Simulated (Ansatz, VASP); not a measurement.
## N in VASP and in Ansatz

```
N
1.0
     0.00000    2.09207    2.09207
     2.09207    0.00000    2.09207
     2.09207    2.09207    0.00000
N
2
Direct
  0.00000 0.00000 0.00000
  0.25000 0.25000 0.25000
```

Alike in both runs: functional PBE; k mesh 13 × 13 × 13; occupations fermi-dirac, width 0.08 eV; no spin polarisation.

Ansatz relaxed the structure, and its values are those at the end. VASP's run is a single point on that final structure, the one shown.

```csv
,VASP,Ansatz
version,VASP 6.6.1,Ansatz 0.2.0
potentials or method,"VASP PAW PBE potentials, release 64 (N)","PAW with Ansatz's default frozen-core files, scalar-relativistic"
plane-wave cutoff (eV),520,420
valence electrons in the cell,10,10
```

|  | VASP | Ansatz | Ansatz less VASP |
| --- | --- | --- | --- |
| pressure (GPa) | 0.0 | 0.0 | -0.03 |
